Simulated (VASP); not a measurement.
Runs of VASP 6.6.1 on Al. The structure is that of space group P6/mmm (No. 191), or close to it. The cells are those of the table. This isn't the form of Al at room conditions, which is fcc.

```tsv
level	cell	share of exact exchange	screening parameter	gap on the mesh (eV)	pressure (GPa)
HSE06	a = 4.547, b = 4.547, c = 2.754 Å, angles 90.0, 90.0, 120.0°, 2 atoms	0.25	0.2079 1/Å	none	0.2
B3LYP	a = 4.547, b = 4.547, c = 2.754 Å, angles 90.0, 90.0, 120.0°, 2 atoms	0.2	-	none	1.9
B3LYP	a = 4.578, b = 4.578, c = 2.841 Å, angles 90.0, 90.0, 120.0°, 2 atoms	0.2	-	none	-0.1
PBE0	a = 4.535, b = 4.535, c = 2.782 Å, angles 90.0, 90.0, 120.0°, 2 atoms	0.25	-	none	-0.3
PBEsol-based global hybrid with 25 % exact exchange	a = 4.547, b = 4.547, c = 2.754 Å, angles 90.0, 90.0, 120.0°, 2 atoms	0.25	-	none	(a)
PBEsol-based global hybrid with 25 % exact exchange	a = 4.514, b = 4.514, c = 2.768 Å, angles 90.0, 90.0, 120.0°, 2 atoms	0.25	-	none	(b)
PBE-based screened hybrid with 25 % exact exchange	a = 4.547, b = 4.547, c = 2.754 Å, angles 90.0, 90.0, 120.0°, 2 atoms	0.25	0.3 1/Å	none	0.3
PBE0	a = 4.547, b = 4.547, c = 2.754 Å, angles 90.0, 90.0, 120.0°, 2 atoms	0.25	-	none	0.0
HSE06	a = 4.484, b = 4.484, c = 2.839 Å, angles 90.0, 90.0, 120.0°, 2 atoms	0.25	0.2079 1/Å	none	-0.1
```

Alike in all rows: task single point; potentials or basis VASP PAW PBE potentials, release 64 (Al); no spin polarisation; k mesh 4 × 4 × 5; cutoff (eV) 520; smearing fermi-dirac 0.05 eV.

Problem. Estimate the missing entries.

Solution. (a) -0.6; (b) -0.2.

Caveats: all runs use coarse meshes; the PAW data sets were made with another functional, which shifts forces and pressure a little.

A gap of «none» marks levels without a gap at the run's occupations.
